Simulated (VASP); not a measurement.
# Ca (Fm-3m) in VASP: single point with PBE

Aim: the single point of Ca with PBE.

All numbers are computed with VASP 6.6.1; they aren't measurements. Logs are shortened: lines on timing, memory, paths and dates and some standing lists are left out, and cuts for length are marked.

### 1 The cell of the first run

It takes space group Fm-3m (No. 225, cubic). The conventional cell has a = 5.588 Å, b = 5.588 Å, c = 5.588 Å, α = 90.00°, β = 90.00°, γ = 90.00°. Ca (site symmetry m-3m) has 12 Ca at 3.95 Å within 5.2 Å.

### 2 Single point, PBE

File INCAR:

```
SYSTEM = Ca
  PREC = Accurate
  ENCUT = 520
  EDIFF = 1E-6
  ISMEAR = 0
  SIGMA = 0.05
  LREAL = .False.
  LASPH = .True.
  NELM = 80
  ALGO = Normal
  ISIF = 2
  LWAVE = .False.
  LCHARG = .False.
  GGA = PE
  NBANDS = 11
```

File KPOINTS:

```
Automatic mesh
0
Gamma
  12 12 12
  0 0 0
```

File POSCAR:

```
Ca
1.0
    0.0000000000      2.7942000000      2.7942000000
    2.7942000000      0.0000000000      2.7942000000
    2.7942000000      2.7942000000      0.0000000000
Ca
1
Direct
    0.0000000000      0.0000000000      0.0000000000
```

Potentials or basis: VASP PAW PBE potentials, release 64 (Ca_sv).

On the command line:

```bash
$ cat potpaw_PBE.64/Ca_sv/POTCAR > POTCAR
$ mpirun -np 1 vasp_std > vasp.out
```

OUTCAR:

```text
SYSTEM = Ca
   PREC = Accurate
   ENCUT = 520
   EDIFF = 1E-6
   ISMEAR = 0
   LREAL = .False.
   LASPH = .True.
   NELM = 80
   ISIF = 2
   GGA = PE

 ion  position               nearest neighbor table
   1  0.000  0.000  0.000-

  LATTYP: Found a face centered cubic cell.
 ALAT       =     5.5884000000

  Lattice vectors:

 A1 = (   0.0000000000,   2.7942000000,   2.7942000000)
 A2 = (   2.7942000000,   0.0000000000,   2.7942000000)
 A3 = (   2.7942000000,   2.7942000000,   0.0000000000)

Analysis of symmetry for initial positions (statically):
=====================================================================
 Subroutine PRICEL returns:
 Original cell was already a primitive cell.

 Routine SETGRP: Setting up the symmetry group for a
 face centered cubic supercell.

 Subroutine GETGRP returns: Found 48 space group operations
 (whereof 48 operations were pure point group operations)
 out of a pool of 48 trial point group operations.

The static configuration has the point symmetry O_h .

Analysis of symmetry for dynamics (positions and initial velocities):
=====================================================================
 Subroutine PRICEL returns:
 Original cell was already a primitive cell.

 Routine SETGRP: Setting up the symmetry group for a
 face centered cubic supercell.

 Subroutine GETGRP returns: Found 48 space group operations
 (whereof 48 operations were pure point group operations)
 out of a pool of 48 trial point group operations.

The dynamic configuration has the point symmetry O_h .

 Subroutine INISYM returns: Found 48 space group operations
 (whereof 48 operations are pure point group operations),
 and found     1 'primitive' translations

----------------------------------------------------------------------------------------

                                     Primitive cell

  volume of cell :      43.6317

  direct lattice vectors                    reciprocal lattice vectors
     0.000000000  2.794200000  2.794200000    -0.178942094  0.178942094  0.178942094
     2.794200000  0.000000000  2.794200000     0.178942094 -0.178942094  0.178942094
     2.794200000  2.794200000  0.000000000     0.178942094  0.178942094 -0.178942094

  length of vectors
     3.951595536  3.951595536  3.951595536     0.309936799  0.309936799  0.309936799

  position of ions in fractional coordinates (direct lattice)
     0.000000000  0.000000000  0.000000000

  ion indices of the primitive-cell ions
   primitive index   ion index
                 1           1

----------------------------------------------------------------------------------------

 KPOINTS: Automatic mesh

Automatic generation of k-mesh.
 Grid dimensions read from file:
 generate k-points for:   12   12   12

 Generating k-lattice:

  Cartesian coordinates                     Fractional coordinates (reciprocal lattice)
    -0.014911841  0.014911841  0.014911841     0.083333333  0.000000000  0.000000000
     0.014911841 -0.014911841  0.014911841     0.000000000  0.083333333  0.000000000
     0.014911841  0.014911841 -0.014911841     0.000000000  0.000000000  0.083333333

  Length of vectors
     0.025828067  0.025828067  0.025828067

  Shift w.r.t. Gamma in fractional coordinates (k-lattice)
     0.000000000  0.000000000  0.000000000

 Subroutine IBZKPT returns following result:
 ===========================================

 Found     72 irreducible k-points:

 Following reciprocal coordinates:
            Coordinates               Weight
  0.000000  0.000000  0.000000      1.000000
  0.083333  0.000000  0.000000      8.000000
  0.166667  0.000000  0.000000      8.000000
  0.250000  0.000000  0.000000      8.000000
  0.333333  0.000000  0.000000      8.000000
  0.416667  0.000000  0.000000      8.000000
[... 16 lines left out ...]
  0.500000  0.166667  0.000000     24.000000
 -0.416667  0.166667  0.000000     24.000000
 [... further k-points ...]
   k-points           NKPTS =     72   k-points in BZ     NKDIM =     72   number of bands    NBANDS=     11
   number of dos      NEDOS =    301   number of ions     NIONS =      1
   total plane-waves  NPLWV =  27000
   dimension x,y,z NGX =    30 NGY =   30 NGZ =   30
   dimension x,y,z NGXF=    60 NGYF=   60 NGZF=   60
   ions per type =               1
   NGX,Y,Z   is equivalent  to a cutoff of  12.62, 12.62, 12.62 a.u.
   NGXF,Y,Z  is equivalent  to a cutoff of  25.24, 25.24, 25.24 a.u.
 SYSTEM =  Ca
   PREC   = accura    normal or accurate (medium, high low for compatibility)
   ISTART =      0    job   : 0-new  1-cont  2-samecut
   ICHARG =      2    charge: 1-file 2-atom 10-const
   ISPIN  =      1    spin polarized calculation?
   LNONCOLLINEAR =      F non collinear calculations
   LSORBIT =      F    spin-orbit coupling
   LASPH  =      T    aspherical Exc in radial PAW
   ENCUT  =  520.0 eV  38.22 Ry    6.18 a.u.   7.35  7.35  7.35*2*pi/ulx,y,z
   NELM   =     80;   NELMIN=  2; NELMDL= -5     # of ELM steps
   EDIFF  = 0.1E-05   stopping-criterion for ELM
   LREAL  =      F    real-space projection
   EDIFFG = 0.1E-04   stopping-criterion for IOM
   NSW    =      0    number of steps for IOM
   IBRION =     -1    ionic relax: 0-MD 1-quasi-New 2-CG
   NFREE  =      0    steps in history (QN), initial steepest desc. (CG)
   ISIF   =      2    stress and relaxation
   ISYM   =      2    0-nonsym 1-usesym 2-fastsym
   POTIM  = 0.5000    time-step for ionic-motion
   TEBEG  =    0.0;   TEEND  =   0.0 temperature during run
   PSTRESS=    0.0 pullay stress
   NELECT =      10.0000    total number of electrons
   NUPDOWN=      -1.0000    fix difference up-down
   EMIN   =  10.00;   EMAX   =-10.00  energy-range for DOS
   EFERMI =   0.00;   METHOD = LEGACY
   ISMEAR =     0;   SIGMA  =   0.05  broadening in eV -4-tet -1-fermi 0-gaus
   EFERMI_NEDOS =   21; number of points for ismear=-14 and -15
   IALGO  =     38    algorithm
   IMIX   =      4    mixing-type and parameters
     AMIX     =   0.40;   BMIX     =  1.00
     AMIX_MAG =   1.60;   BMIX_MAG =  1.00
  volume/ion in A,a.u.               =      43.63       294.44
  Fermi-wavevector in a.u.,A,eV,Ry     =   1.001861  1.893242 13.656506  1.003725
  Thomas-Fermi vector in A             =   2.134310
   LORBIT       =      0    0 simple, 1 ext, 2 COOP (PROOUT), +10 PAW based schemes
   GGA     = PE    functional components
   LHFCALC =     F    Hartree Fock is set to
   AEXX    =    0.0000 exact exchange contribution
   IVDW    =     0    specifies the selected vdW correction
   LEPSILON=     F    determine dielectric tensor
   LRPA    =     F    only Hartree local field effects (RPA)
 non-spin polarized calculation
 Gauss-broadening in eV      SIGMA  =   0.05
  energy-cutoff  :      520.00
  volume of cell :       43.63
 maximum number of plane-waves:      1211
 NGX is ok and might be reduce to    30
   NGX = 15   NGY = 15   NGZ = 15

 number of electron      10.0000000 magnetization

 number of electron       9.9999997 magnetization

 Free energy of the ion-electron system (eV)
  ---------------------------------------------------
  ext. energy  EPLUGINS =         0.00000000
  ---------------------------------------------------
  free energy    TOTEN  =        -1.92634423 eV

  energy without entropy =       -1.92436140  energy(sigma->0) =       -1.92535282

 E-fermi :   1.8321     XC(G=0):  -7.6342

 val. band max:        1.8155444511   @ k =  -0.4167   0.1667   0.0000
 cond. band min:       1.8373724569   @ k =  -0.3333   0.5000   0.1667
 fundamental gap:      0.0218280058
 Fermi energy:         1.8321281982

 k-point     1 :       0.0000    0.0000    0.0000
  band No.  band energies     occupation
      1     -40.2706      2.00000
      2     -21.1910      2.00000
      3     -21.1910      2.00000
      4     -21.1910      2.00000
      5      -2.1372      2.00000
      6       4.1185      0.00000
      7       4.1185      0.00000
      8       4.1185      0.00000
      9       5.1464      0.00000
     10       5.1464      0.00000
     11      10.8034      0.00000

 k-point     2 :       0.0833    0.0000    0.0000
  band No.  band energies     occupation
      1     -40.2698      2.00000
      2     -21.1992      2.00000
      3     -21.1921      2.00000
      4     -21.1921      2.00000
      5      -2.0216      2.00000
      6       3.9954      0.00000
      7       4.1617      0.00000
      8       4.1617      0.00000
      9       5.1096      0.00000
     10       5.1096      0.00000
     11      10.9266      0.00000

 k-point     3 :       0.1667    0.0000    0.0000
  band No.  band energies     occupation
      1     -40.2677      2.00000
      2     -21.2218      2.00000
      3     -21.1952      2.00000
      4     -21.1952      2.00000
      5      -1.6825      2.00000
      6       3.6712      0.00000
      7       4.2465      0.00000
      8       4.2465      0.00000
      9       5.0614      0.00000
     10       5.0614      0.00000
     11      10.3013      0.00000

 k-point     4 :       0.2500    0.0000    0.0000
  band No.  band energies     occupation
      1     -40.2648      2.00000
      2     -21.2523      2.00000
      3     -21.1995      2.00000
      4     -21.1995      2.00000
      5      -1.1431      2.00000
      6       3.2259      0.00000
      7       4.2484      0.00000
      8       4.2484      0.00000
      9       5.1577      0.00000
     10       5.1577      0.00000
     11       8.9983      0.00000
[... 239 lines left out ...]
 k-point    22 :       0.4167    0.1667    0.0000
  band No.  band energies     occupation
      1     -40.2595      2.00000
      2     -21.2873      2.00000
      3     -21.2193      2.00000
      4     -21.2148      2.00000
      5       0.1532      2.00000
      6       2.5306      0.00000
      7       3.6727      0.00000
      8       4.3889      0.00000
      9       5.4208      0.00000
     10       5.7731      0.00000
     11       7.5240      0.00000

 k-point    23 :       0.5000    0.1667    0.0000
  band No.  band energies     occupation
      1     -40.2581      2.00000
      2     -21.3004      2.00000
      3     -21.2258      2.00000
      4     -21.2150      2.00000
      5       0.9145      2.00000
      6       1.9776      0.00004
      7       3.5768      0.00000
      8       4.3052      0.00000
      9       5.8222      0.00000
     10       5.8293      0.00000
     11       6.7904      0.00000

 k-point    24 :      -0.4167    0.1667    0.0000
  band No.  band energies     occupation
      1     -40.2579      2.00000
      2     -21.3014      2.00000
      3     -21.2298      2.00000
      4     -21.2125      2.00000
      5       1.1332      2.00000
      6       1.8155      1.36097
      7       3.5390      0.00000
      8       4.2747      0.00000
      9       5.6532      0.00000
     10       6.0267      0.00000
     11       6.7550      0.00000

 [... further k-points ...]

------------------------ aborting loop because EDIFF is reached ----------------------------------------

  FORCE on cell =-STRESS in cart. coord.  units (eV):
  Direction    XX          YY          ZZ          XY          YZ          ZX
  --------------------------------------------------------------------------------------
  -------------------------------------------------------------------------------------
  Total       -0.1464625     -0.1464625     -0.1464625     -0.0000000      0.0000000      0.0000000
  in kB       -5.3781688     -5.3781688     -5.3781688     -0.0000000      0.0000000      0.0000000
  external PRESSURE =      -5.3781688 kB  Pullay stress =       0.0000000 kB

 VOLUME and BASIS-vectors are now :
 -----------------------------------------------------------------------------
  energy-cutoff  :      520.00
  volume of cell :       43.63
      direct lattice vectors                 reciprocal lattice vectors
     0.000000000  2.794200000  2.794200000    -0.178942094  0.178942094  0.178942094
     2.794200000  0.000000000  2.794200000     0.178942094 -0.178942094  0.178942094
     2.794200000  2.794200000  0.000000000     0.178942094  0.178942094 -0.178942094

 POSITION                                       TOTAL-FORCE (eV/Angst)
 -----------------------------------------------------------------------------------
      0.00000      0.00000      0.00000         0.000000      0.000000      0.000000
 -----------------------------------------------------------------------------------
    total drift:                               -0.000000     -0.000000      0.000000

  FREE ENERGIE OF THE ION-ELECTRON SYSTEM (eV)
  ---------------------------------------------------
  free  energy   TOTEN  =        -1.9263442344 eV

  energy  without entropy=       -1.9243614028  energy(sigma->0) =       -1.92535282
```

Wall time 24 s (1 thread of Intel Xeon Platinum 8375C at 2.90GHz (Ice Lake), shared host); peak memory 0.18 GiB.

What came out:

| Quantity | Value |
| --- | --- |
| Free energy | -1.9263 eV |
| Pressure | -0.5 GPa |
| Band gap on the k mesh | zero (band 5 reaches 2.05 eV, above the bottom of band 6 at 1.64 eV) |
